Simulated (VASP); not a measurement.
# Pd (Im-3m) in VASP: notebook, part 2 of 2

VASP 6.6.1. Earlier steps stand in the parts before.

## Step 4: Single point, PBEsol+D4

INCAR

```
PREC = Accurate ; ENCUT = 520
EDIFF = 1E-6 ; ISMEAR = -1
SIGMA = 0.02 ; LREAL = F
LASPH = T ; NELM = 100
ALGO = Fast ; ISIF = 2
LWAVE = F ; LCHARG = F
GGA = PS ; IVDW = 13
NBANDS = 11
```

KPOINTS

```
regular mesh
0
Gamma
  12 12 12
```

POSCAR

```
Pd
1.0
   -1.5722810000      1.5722810000      1.5722810000
    1.5722810000     -1.5722810000      1.5722810000
    1.5722810000      1.5722810000     -1.5722810000
Pd
1
Direct
    0.0000000000      0.0000000000      0.0000000000
```

Potentials or basis: VASP PAW PBE potentials, release 64 (Pd).

Command:

```
cat potpaw_PBE.64/Pd/POTCAR > POTCAR
mpirun -np 1 vasp_std > vasp.out
```

OUTCAR:

```text
PREC = Accurate
   ENCUT = 520
   EDIFF = 1E-6
   ISMEAR = -1
   LREAL = F
   LASPH = T
   NELM = 100
   ISIF = 2
   GGA = PS
   IVDW = 13

 ion  position               nearest neighbor table
   1  0.000  0.000  0.000-

  LATTYP: Found a body centered cubic cell.
 ALAT       =     3.1445620000

  Lattice vectors:

 A1 = (  -1.5722810000,   1.5722810000,   1.5722810000)
 A2 = (   1.5722810000,  -1.5722810000,   1.5722810000)
 A3 = (   1.5722810000,   1.5722810000,  -1.5722810000)

Analysis of symmetry for initial positions (statically):
=====================================================================
 Subroutine PRICEL returns:
 Original cell was already a primitive cell.

 Routine SETGRP: Setting up the symmetry group for a
 body centered cubic supercell.

 Subroutine GETGRP returns: Found 48 space group operations
[... 9 lines left out ...]

 Routine SETGRP: Setting up the symmetry group for a
 body centered cubic supercell.

 Subroutine GETGRP returns: Found 48 space group operations
[... 154 lines left out ...]
 Fermi energy:         8.7225700305

 k-point     1 :       0.0000    0.0000    0.0000
  band No.  band energies     occupation
      1       1.9271      2.00000
      2       6.0108      2.00000
      3       6.0108      2.00000
      4       6.0108      2.00000
      5       7.8795      2.00000
      6       7.8795      2.00000
      7      27.9593      0.00000
      8      27.9593      0.00000
      9      27.9593      0.00000
     10      35.9781      0.00000
     11      35.9787      0.00000
[... 309 lines left out ...]
 k-point    24 :       0.4167    0.0833    0.0833
  band No.  band energies     occupation
      1       4.1693      2.00000
      2       4.8983      2.00000
      3       7.7283      2.00000
      4       7.8803      2.00000
      5       8.1062      2.00000
      6      12.2022      0.00000
      7      16.2029      0.00000
      8      22.9650      0.00000
      9      23.7081      0.00000
     10      32.7440      0.00000
     11      35.6816      0.00000

 [... further k-points ...]

------------------------ aborting loop because EDIFF is reached ----------------------------------------

  DFT-D4 for vdW energy calculation

  Edisp (eV):   -0.27290

  FORCE on cell =-STRESS in cart. coord.  units (eV):
  Direction    XX          YY          ZZ          XY          YZ          ZX
  --------------------------------------------------------------------------------------
  -------------------------------------------------------------------------------------
  Total      -1.24986    -1.24986    -1.24986     0.00000     0.00000    -0.00000
  in kB    -128.80125  -128.80125  -128.80125     0.00000     0.00000    -0.00000
  external pressure =     -128.80 kB  Pullay stress =        0.00 kB

 VOLUME and BASIS-vectors are now :
 -----------------------------------------------------------------------------
  energy-cutoff  :      520.00
  volume of cell :       15.55
      direct lattice vectors                 reciprocal lattice vectors
    -1.572281000  1.572281000  1.572281000     0.000000000  0.318009313  0.318009313
     1.572281000 -1.572281000  1.572281000     0.318009313  0.000000000  0.318009313
     1.572281000  1.572281000 -1.572281000     0.318009313  0.318009313  0.000000000

 POSITION                                       TOTAL-FORCE (eV/Angst)
 -----------------------------------------------------------------------------------
      0.00000      0.00000      0.00000         0.000000     -0.000000      0.000000
 -----------------------------------------------------------------------------------
    total drift:                                0.000000     -0.000000      0.000000

  FREE ENERGIE OF THE ION-ELECTRON SYSTEM (eV)
  ---------------------------------------------------
  free  energy   TOTEN  =        -6.1530392959 eV

  energy  without entropy=       -6.1512736307  energy(sigma->0) =       -6.15215646
```

OSZICAR:

```text
N       E                     dE             d eps       ncg     rms          rms(c)
DAV:   1     0.414546546705E+02    0.41455E+02   -0.50566E+03  1600   0.841E+02
DAV:   2    -0.564584781102E+01   -0.47101E+02   -0.45681E+02  1789   0.181E+02
DAV:   3    -0.623453645536E+01   -0.58869E+00   -0.58699E+00  1887   0.215E+01
DAV:   4    -0.623730107317E+01   -0.27646E-02   -0.27643E-02  1890   0.158E+00
DAV:   5    -0.623733319367E+01   -0.32120E-04   -0.32120E-04  2060   0.150E-01    0.713E+00
RMM:   6    -0.589235220487E+01    0.34498E+00   -0.50286E-01  1651   0.649E+00    0.312E+00
RMM:   7    -0.588391841747E+01    0.84338E-02   -0.73575E-03  1828   0.985E-01    0.174E+00
RMM:   8    -0.588012956311E+01    0.37889E-02   -0.70081E-04  1883   0.261E-01    0.477E-02
RMM:   9    -0.588013901943E+01   -0.94563E-05   -0.94373E-05  1979   0.708E-02    0.141E-02
RMM:  10    -0.588014269855E+01   -0.36791E-05   -0.19654E-05  1977   0.336E-02    0.640E-03
RMM:  11    -0.588014320286E+01   -0.50431E-06   -0.76167E-06  1867   0.182E-02
   1 F= -.61530393E+01 E0= -.61521565E+01  d E =-.176567E-02
```

Run time: 7.5 s. Hardware: 1 thread of Intel Xeon Platinum 8488C (Sapphire Rapids), shared host; peak memory 0.13 GiB.

What came out:

| Quantity | Value |
| --- | --- |
| Free energy | -6.1530 eV |
| Pressure | -12.9 GPa |
| Band gap on the k mesh | zero (band 5 reaches 9.31 eV, above the bottom of band 6 at 7.77 eV) |
| Dispersion energy per atom | -0.273 eV |

Levels at points of the mesh, in eV from the Fermi level:
```tsv
k point	band 3	band 4	band 5	band 6	band 7	band 8
(0.00, 0.00, 0.00)	-2.71	-2.71	-0.84	-0.84	19.24	19.24
(0.50, 0.00, 0.00)	-0.92	-0.63	0.59	1.44	7.51	14.98
(0.50, 0.50, 0.50)	0.23	0.23	0.23	8.99	8.99	8.99
```

Caveat: the PAW data sets were made with another functional, which shifts forces and pressure a little; pairwise dispersion overbinds metals, which lowers pressure and volume.

## Step 5: Overview

| level | smearing | gap on the mesh (eV) | pressure (GPa) |
| --- | --- | --- | --- |
| r2SCAN | fermi-dirac 0.05 eV | none | -5.1 |
| PBE | gaussian 0.02 eV | none | -1.5 |
| PBEsol+D4 | fermi-dirac 0.02 eV | none | -12.9 |

Alike in all rows: task single point; potentials or basis VASP PAW PBE potentials, release 64 (Pd); no spin polarisation; cell as given; k mesh 12 × 12 × 12; cutoff (eV) 520.

Every run on the cell as given and a fine mesh finds a metal. The pressure there spans -12.9 GPa (PBEsol+D4) to -1.5 GPa (PBE); a positive pressure means that this level wants a larger cell, a negative one a smaller.

Caveats: the PAW data sets were made with another functional, which shifts forces and pressure a little (some runs); pairwise dispersion overbinds metals, which lowers pressure and volume (some runs).

Total energies depend on the potentials used, so only differences within one code and one set of settings carry meaning.
